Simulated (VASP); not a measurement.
# Pd (Fd-3m) in VASP: further runs

The runs below take Pd through single point, with RPBE.

All numbers are computed with VASP 6.6.1; they aren't measurements. Logs are shortened: lines on timing, memory, paths and dates and some standing lists are left out, and cuts for length are marked.

## Step 1: The cell of the first run

Symmetry: Fd-3m, No. 227, cubic system. Conventional cell: a = 5.650 Å, b = 5.650 Å, c = 5.650 Å, α = 90.00°, β = 90.00°, γ = 90.00°. Pd (site symmetry -43m) has 4 Pd at 2.45 Å within 3.2 Å.

## Step 2: Single point, RPBE, collinear spin, ferromagnetic start (volume scaled by 0.88)

Contents of INCAR:

```
SYSTEM = Pd
PREC     = Accurate       ! precision mode
ENCUT    = 520            ! plane-wave cutoff, eV
EDIFF    = 1E-7           ! SCF threshold, eV
ISMEAR   = -1             ! smearing method
SIGMA    = 0.05           ! smearing width, eV
LREAL    = .FALSE.        ! projectors in reciprocal space
LASPH    = .TRUE.         ! aspherical terms in the spheres
NELM     = 150            ! most SCF steps
ALGO     = Normal         ! electronic algorithm
ISIF     = 2              ! what is computed and relaxed
LWAVE    = .FALSE.        ! write WAVECAR
LCHARG   = .TRUE.         ! write CHGCAR
ISPIN    = 2              ! spin polarisation
MAGMOM   = 0.447 0.447    ! initial moments
LORBIT   = 11             ! projections on sites
LMAXMIX  = 4              ! l up to which the mixer works
GGA      = RP             ! functional
LELF     = .TRUE.         ! ELF
LVHAR    = .TRUE.       
NBANDS   = 21             ! bands
```

Contents of KPOINTS:

```
Automatic mesh
0
G
  10 10 10
  0 0 0
```

Contents of POSCAR:

```
Pd
1.0
    0.0000000000      2.8248472178      2.8248472178
    2.8248472178      0.0000000000      2.8248472178
    2.8248472178      2.8248472178      0.0000000000
Pd
2
Direct
    0.1250000000      0.1250000000      0.1250000000
    0.8750000000      0.8750000000      0.8750000000
```

Potentials or basis: VASP PAW PBE potentials, release 64 (Pd).

Command:

```bash
cat potpaw_PBE.64/Pd/POTCAR > POTCAR
mpirun -np 1 vasp_std > vasp.out
```

OUTCAR:

```text
SYSTEM = Pd
   PREC = Accurate
   ENCUT = 520
   EDIFF = 1E-7
   ISMEAR = -1
   LREAL = .FALSE.
   LASPH = .TRUE.
   NELM = 150
   ISIF = 2
   ISPIN = 2
   LORBIT = 11
   GGA = RP

 ion  position               nearest neighbor table
   1  0.125  0.125  0.125-   2 2.45   2 2.45   2 2.45   2 2.45
   2  0.875  0.875  0.875-   1 2.45   1 2.45   1 2.45   1 2.45

  LATTYP: Found a face centered cubic cell.
 ALAT       =     5.6496944356

  Lattice vectors:

 A1 = (   0.0000000000,   2.8248472178,   2.8248472178)
 A2 = (   2.8248472178,   0.0000000000,   2.8248472178)
 A3 = (   2.8248472178,   2.8248472178,   0.0000000000)

Analysis of symmetry for initial positions (statically):
=====================================================================
 Subroutine PRICEL returns:
 Original cell was already a primitive cell.

 Routine SETGRP: Setting up the symmetry group for a
 face centered cubic supercell.

 Subroutine GETGRP returns: Found 48 space group operations
 (whereof 12 operations were pure point group operations)
 out of a pool of 48 trial point group operations.

The static configuration has the point symmetry D_3d.
 The point group associated with its full space group is O_h .

Analysis of symmetry for dynamics (positions and initial velocities):
=====================================================================
 Subroutine PRICEL returns:
 Original cell was already a primitive cell.

 Routine SETGRP: Setting up the symmetry group for a
 face centered cubic supercell.

 Subroutine GETGRP returns: Found 48 space group operations
 (whereof 12 operations were pure point group operations)
 out of a pool of 48 trial point group operations.

The dynamic configuration has the point symmetry D_3d.
 The point group associated with its full space group is O_h .

Analysis of structural, dynamic, and magnetic symmetry:
=====================================================================
 Subroutine PRICEL returns:
 Original cell was already a primitive cell.

 Routine SETGRP: Setting up the symmetry group for a
 face centered cubic supercell.

 Subroutine GETGRP returns: Found 48 space group operations
 (whereof 12 operations were pure point group operations)
 out of a pool of 48 trial point group operations.

The overall configuration has the point symmetry D_3d.
 The point group associated with its full space group is O_h .

 Subroutine INISYM returns: Found 48 space group operations
 (whereof 12 operations are pure point group operations),
 and found     1 'primitive' translations

----------------------------------------------------------------------------------------

                                     Primitive cell

  volume of cell :      45.0832

  direct lattice vectors                    reciprocal lattice vectors
     0.000000000  2.824847218  2.824847218    -0.177000723  0.177000723  0.177000723
     2.824847218  0.000000000  2.824847218     0.177000723 -0.177000723  0.177000723
     2.824847218  2.824847218  0.000000000     0.177000723  0.177000723 -0.177000723

  length of vectors
     3.994937247  3.994937247  3.994937247     0.306574245  0.306574245  0.306574245

  position of ions in fractional coordinates (direct lattice)
     0.125000000  0.125000000  0.125000000
     0.875000000  0.875000000  0.875000000

  ion indices of the primitive-cell ions
   primitive index   ion index
                 1           1
                 2           2

----------------------------------------------------------------------------------------

 KPOINTS: Automatic mesh

Automatic generation of k-mesh.
 Grid dimensions read from file:
 generate k-points for:   10   10   10

 Generating k-lattice:

  Cartesian coordinates                     Fractional coordinates (reciprocal lattice)
    -0.017700072  0.017700072  0.017700072     0.100000000  0.000000000  0.000000000
     0.017700072 -0.017700072  0.017700072     0.000000000  0.100000000  0.000000000
     0.017700072  0.017700072 -0.017700072     0.000000000  0.000000000  0.100000000

  Length of vectors
     0.030657425  0.030657425  0.030657425

  Shift w.r.t. Gamma in fractional coordinates (k-lattice)
     0.000000000  0.000000000  0.000000000

 Subroutine IBZKPT returns following result:
 ===========================================

 Found     47 irreducible k-points:

 Following reciprocal coordinates:
            Coordinates               Weight
  0.000000  0.000000  0.000000      1.000000
  0.100000  0.000000  0.000000      8.000000
  0.200000  0.000000  0.000000      8.000000
  0.300000  0.000000  0.000000      8.000000
  0.400000  0.000000  0.000000      8.000000
  0.500000  0.000000  0.000000      4.000000
[... 16 lines left out ...]
  0.300000  0.300000  0.000000      6.000000
  0.400000  0.300000  0.000000     24.000000
 [... further k-points ...]
   k-points           NKPTS =     47   k-points in BZ     NKDIM =     47   number of bands    NBANDS=     21
   number of dos      NEDOS =    301   number of ions     NIONS =      2
   total plane-waves  NPLWV =  27000
   dimension x,y,z NGX =    30 NGY =   30 NGZ =   30
   dimension x,y,z NGXF=    60 NGYF=   60 NGZF=   60
   ions per type =               2
   NGX,Y,Z   is equivalent  to a cutoff of  12.48, 12.48, 12.48 a.u.
   NGXF,Y,Z  is equivalent  to a cutoff of  24.97, 24.97, 24.97 a.u.
 SYSTEM =  Pd
   PREC   = accura    normal or accurate (medium, high low for compatibility)
   ISTART =      0    job   : 0-new  1-cont  2-samecut
   ICHARG =      2    charge: 1-file 2-atom 10-const
   ISPIN  =      2    spin polarized calculation?
   LNONCOLLINEAR =      F non collinear calculations
   LSORBIT =      F    spin-orbit coupling
   LASPH  =      T    aspherical Exc in radial PAW
   ENCUT  =  520.0 eV  38.22 Ry    6.18 a.u.   7.43  7.43  7.43*2*pi/ulx,y,z
   NELM   =    150;   NELMIN=  2; NELMDL= -5     # of ELM steps
   EDIFF  = 0.1E-06   stopping-criterion for ELM
   LREAL  =      F    real-space projection
   EDIFFG = 0.1E-05   stopping-criterion for IOM
   NSW    =      0    number of steps for IOM
   IBRION =     -1    ionic relax: 0-MD 1-quasi-New 2-CG
   NFREE  =      0    steps in history (QN), initial steepest desc. (CG)
   ISIF   =      2    stress and relaxation
   ISYM   =      2    0-nonsym 1-usesym 2-fastsym
   POTIM  = 0.5000    time-step for ionic-motion
   TEBEG  =    0.0;   TEEND  =   0.0 temperature during run
   PSTRESS=    0.0 pullay stress
   NELECT =      20.0000    total number of electrons
   NUPDOWN=      -1.0000    fix difference up-down
   EMIN   =  10.00;   EMAX   =-10.00  energy-range for DOS
   EFERMI =   0.00;   METHOD = LEGACY
   ISMEAR =    -1;   SIGMA  =   0.05  broadening in eV -4-tet -1-fermi 0-gaus
   EFERMI_NEDOS =   21; number of points for ismear=-14 and -15
   IALGO  =     38    algorithm
   IMIX   =      4    mixing-type and parameters
     AMIX     =   0.40;   BMIX     =  1.00
     AMIX_MAG =   1.60;   BMIX_MAG =  1.00
  volume/ion in A,a.u.               =      22.54       152.12
  Fermi-wavevector in a.u.,A,eV,Ry     =   1.248571  2.359457 21.210520  1.558929
  Thomas-Fermi vector in A             =   2.382651
   LORBIT       =     11    0 simple, 1 ext, 2 COOP (PROOUT), +10 PAW based schemes
   GGA     = RP    functional components
   LHFCALC =     F    Hartree Fock is set to
   AEXX    =    0.0000 exact exchange contribution
   IVDW    =     0    specifies the selected vdW correction
   LEPSILON=     F    determine dielectric tensor
   LRPA    =     F    only Hartree local field effects (RPA)
 spin polarized calculation
  energy-cutoff  :      520.00
  volume of cell :       45.08
 maximum number of plane-waves:      1243
 NGX is ok and might be reduce to    30
   NGX = 15   NGY = 15   NGZ = 15

 number of electron      20.0000002 magnetization       0.9513643

 Free energy of the ion-electron system (eV)
  ---------------------------------------------------
  ext. energy  EPLUGINS =         0.00000000
  ---------------------------------------------------
  free energy    TOTEN  =        -7.09932003 eV

  energy without entropy =       -7.06678548  energy(sigma->0) =       -7.08305275

 E-fermi :   4.9760     XC(G=0): -10.2024

 val. band max:        4.9630701030   @ k =  -0.3000   0.3000   0.1000
 cond. band min:       4.9822114165   @ k =  -0.3000   0.3000   0.0000
 fundamental gap:      0.0191413135
 Fermi energy:         4.9760469113

 spin component 1

 k-point     1 :       0.0000    0.0000    0.0000
  band No.  band energies     occupation
      1       0.0586      1.00000
      2       1.0767      1.00000
      3       1.0767      1.00000
      4       1.2386      1.00000
      5       1.2386      1.00000
      6       1.2386      1.00000
[... 13 lines left out ...]
     20      19.4497      0.00000
     21      19.4497      0.00000

 k-point     2 :       0.1000    0.0000    0.0000
  band No.  band energies     occupation
      1       0.2105      1.00000
      2       0.9754      1.00000
      3       0.9754      1.00000
      4       1.2421      1.00000
      5       1.3804      1.00000
      6       1.3804      1.00000
[... 13 lines left out ...]
     20      19.2284      0.00000
     21      19.5558      0.00000

 k-point     3 :       0.2000    0.0000    0.0000
  band No.  band energies     occupation
      1       0.6091      1.00000
      2       0.8998      1.00000
      3       0.8998      1.00000
      4       1.2802      1.00000
      5       1.5378      1.00000
      6       1.5378      1.00000
[... 13 lines left out ...]
     20      19.7535      0.00000
     21      20.1403      0.00000
[... 457 lines left out ...]
 k-point    23 :       0.3000    0.3000    0.0000
  band No.  band energies     occupation
      1       0.5246      1.00000
      2       1.1692      1.00000
      3       1.1692      1.00000
      4       1.6993      1.00000
      5       1.7497      1.00000
      6       1.8165      1.00000
[... 13 lines left out ...]
     20      24.0864      0.00000
     21      24.1673      0.00000

 k-point    24 :       0.4000    0.3000    0.0000
  band No.  band energies     occupation
      1       0.5373      1.00000
      2       1.0684      1.00000
      3       1.1366      1.00000
      4       1.6299      1.00000
      5       1.9398      1.00000
      6       2.2034      1.00000
[... 13 lines left out ...]
     20      24.4071      0.00000
     21      25.6781      0.00000

 [... further k-points ...]

 spin component 2

 k-point     1 :       0.0000    0.0000    0.0000
  band No.  band energies     occupation
      1       0.0972      1.00000
      2       1.3575      1.00000
      3       1.3575      1.00000
      4       1.5487      1.00000
      5       1.5487      1.00000
      6       1.5487      1.00000
[... 13 lines left out ...]
     20      19.4939      0.00000
     21      19.4939      0.00000

 k-point     2 :       0.1000    0.0000    0.0000
  band No.  band energies     occupation
      1       0.2502      1.00000
      2       1.2638      1.00000
      3       1.2638      1.00000
      4       1.5525      1.00000
      5       1.6843      1.00000
      6       1.6843      1.00000
[... 13 lines left out ...]
     20      19.2695      0.00000
     21      19.6455      0.00000

 k-point     3 :       0.2000    0.0000    0.0000
  band No.  band energies     occupation
      1       0.6641      1.00000
      2       1.1919      1.00000
      3       1.1919      1.00000
      4       1.5836      1.00000
      5       1.8419      1.00000
      6       1.8419      1.00000
[... 13 lines left out ...]
     20      19.8089      0.00000
     21      20.2498      0.00000
[... 457 lines left out ...]
 k-point    23 :       0.3000    0.3000    0.0000
  band No.  band energies     occupation
      1       0.8021      1.00000
      2       1.4929      1.00000
      3       1.4929      1.00000
      4       1.7787      1.00000
      5       2.0439      1.00000
      6       2.0986      1.00000
[... 13 lines left out ...]
     20      24.1793      0.00000
     21      24.2202      0.00000

 k-point    24 :       0.4000    0.3000    0.0000
  band No.  band energies     occupation
      1       0.8164      1.00000
      2       1.3772      1.00000
      3       1.4616      1.00000
      4       1.9230      1.00000
      5       2.2373      1.00000
      6       2.3202      1.00000
[... 13 lines left out ...]
     20      24.4516      0.00000
     21      25.7463      0.00000

 [... further k-points ...]
[... 5 lines left out ...]
  --------------------------------------------------------------------------------------
  -------------------------------------------------------------------------------------
  Total        2.6711496      2.6711496      2.6711496     -0.0000000     -0.0000000      0.0000000
  in kB       94.9279067     94.9279067     94.9279067     -0.0000000     -0.0000000      0.0000000
  external PRESSURE =      94.9279067 kB  Pullay stress =       0.0000000 kB

 VOLUME and BASIS-vectors are now :
 -----------------------------------------------------------------------------
  energy-cutoff  :      520.00
  volume of cell :       45.08
      direct lattice vectors                 reciprocal lattice vectors
     0.000000000  2.824847218  2.824847218    -0.177000723  0.177000723  0.177000723
     2.824847218  0.000000000  2.824847218     0.177000723 -0.177000723  0.177000723
     2.824847218  2.824847218  0.000000000     0.177000723  0.177000723 -0.177000723

 POSITION                                       TOTAL-FORCE (eV/Angst)
 -----------------------------------------------------------------------------------
      0.70621      0.70621      0.70621         0.000000     -0.000000      0.000000
      4.94348      4.94348      4.94348        -0.000000      0.000000     -0.000000
 -----------------------------------------------------------------------------------
    total drift:                               -0.000000      0.000000      0.000000

  FREE ENERGIE OF THE ION-ELECTRON SYSTEM (eV)
  ---------------------------------------------------
  free  energy   TOTEN  =        -7.0993200268 eV

  energy  without entropy=       -7.0667854766  energy(sigma->0) =       -7.08305275

 total charge

# of ion       s       p       d       tot
------------------------------------------
    1        0.532   0.346   8.545   9.423
    2        0.532   0.346   8.545   9.423
--------------------------------------------------
tot          1.065   0.692  17.090  18.846

 magnetization (x)

# of ion       s       p       d       tot
------------------------------------------
    1       -0.007  -0.002   0.474   0.465
    2       -0.007  -0.002   0.474   0.465
--------------------------------------------------
tot         -0.014  -0.004   0.947   0.930
```

Wall time 41 s (1 thread of Intel Xeon 6975P-C (Granite Rapids), shared host); peak memory 0.21 GiB.

What came out:

* Free energy: -7.0993 eV
* Pressure: 9.5 GPa
* Net moment: 0.95 μB per cell
* Site moments: Pd +0.47 μB
* Valence electrons inside the program's atomic spheres: Pd 9.42

Caveat: the PAW data sets were made with another functional, which shifts forces and pressure a little.

## Step 3: Single point, RPBE, collinear spin, ferromagnetic start (volume scaled by 0.92)

INCAR, as its differences from that of step 2:

```diff
@@ -12,3 +12,3 @@
 LWAVE    = .FALSE.        ! write WAVECAR
-LCHARG   = .TRUE.         ! write CHGCAR
+LCHARG   = .FALSE.        ! write CHGCAR
 ISPIN    = 2              ! spin polarisation
@@ -18,4 +18,2 @@
 GGA      = RP             ! functional
-LELF     = .TRUE.         ! ELF
-LVHAR    = .TRUE.       
 NBANDS   = 21             ! bands
```

Contents of KPOINTS:

```
regular mesh
0
G
  10 10 10
  0 0 0
```

Contents of POSCAR:

```
Pd
1.0
    0.0000000000      2.8670153334      2.8670153334
    2.8670153334      0.0000000000      2.8670153334
    2.8670153334      2.8670153334      0.0000000000
Pd
2
Direct
    0.1250000000      0.1250000000      0.1250000000
    0.8750000000      0.8750000000      0.8750000000
```

Potentials or basis: VASP PAW PBE potentials, release 64 (Pd).

Command:

```bash
cat potpaw_PBE.64/Pd/POTCAR > POTCAR
mpirun -np 1 vasp_std > vasp.out
```

Run time: 41 s. Hardware: 1 thread of Intel Xeon 6975P-C (Granite Rapids), shared host; peak memory 0.22 GiB.

The run converged. Its results:

```
Free energy                                           : -7.1939 eV
Pressure                                              : 5.4 GPa
Net moment                                            : 0.94 μB per cell
Site moments                                          : Pd +0.46 μB
Valence electrons inside the program's atomic spheres : Pd 9.36
```

Levels at points of the mesh, in eV from the Fermi level:
Spin up:
```tsv
k point	band 9	band 10	band 11	band 12	band 13	band 14
(0.00, 0.00, 0.00)	-1.60	-0.41	-0.41	11.80	11.80	11.80
(0.50, 0.00, 0.00)	-0.59	-0.59	-0.08	1.16	8.61	8.61
(0.50, 0.50, 0.00)	-0.41	-0.41	1.86	1.86	4.85	4.85
```
Spin down:
| k point | band 8 | band 9 | band 10 | band 11 | band 12 | band 13 |
| --- | --- | --- | --- | --- | --- | --- |
| (0.00, 0.00, 0.00) | -1.25 | -1.25 | -0.06 | -0.06 | 11.88 | 11.88 |
| (0.50, 0.00, 0.00) | -0.95 | -0.21 | -0.21 | -0.07 | 1.43 | 8.68 |
| (0.50, 0.50, 0.00) | -1.79 | -0.02 | -0.02 | 2.04 | 2.04 | 4.87 |

Caveat: the PAW data sets were made with another functional, which shifts forces and pressure a little.

[end of part 1 of 2]
